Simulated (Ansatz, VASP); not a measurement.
NiO in VASP and in Ansatz

```
CELL_PARAMETERS angstrom
-0.06274 2.05994 2.05994
2.05994 -0.06274 2.05994
2.05994 2.05994 -0.06274
ATOMIC_POSITIONS crystal
Ni 0.00000 0.00000 0.00000
O 0.50000 0.50000 0.50000
```

Change from the starting cell: equal xy, yz and zx shear strains of -3 %.

Alike in both runs: task single point; functional PBE; k mesh 17 × 17 × 17; occupations fermi-dirac, width 0.03 eV; collinear spin.

|  | VASP | Ansatz |
| --- | --- | --- |
| version | VASP 6.6.1 | Ansatz 0.2.0 |
| potentials or method | VASP PAW PBE potentials, release 64 (Ni, O), cutoff 520 eV | all-electron LAPW, scalar-relativistic |

|  | VASP | Ansatz | Ansatz less VASP |
| --- | --- | --- | --- |
| pressure (GPa) | 3.7 | 4.7 | +0.98 |
| traceless stress, the component that is largest in VASP (GPa) | 1.69 | 1.68 | -0.018 |
| net moment per atom (μB) | 0.86 | 0.89 | +0.040 |
| size of the moment on the site where the two differ most (μB) | 1.41 | 1.49 | +0.076 |

Site moments also hang on the region over which each program counts them. Ansatz ran all-electron here, and VASP with PAW potentials.
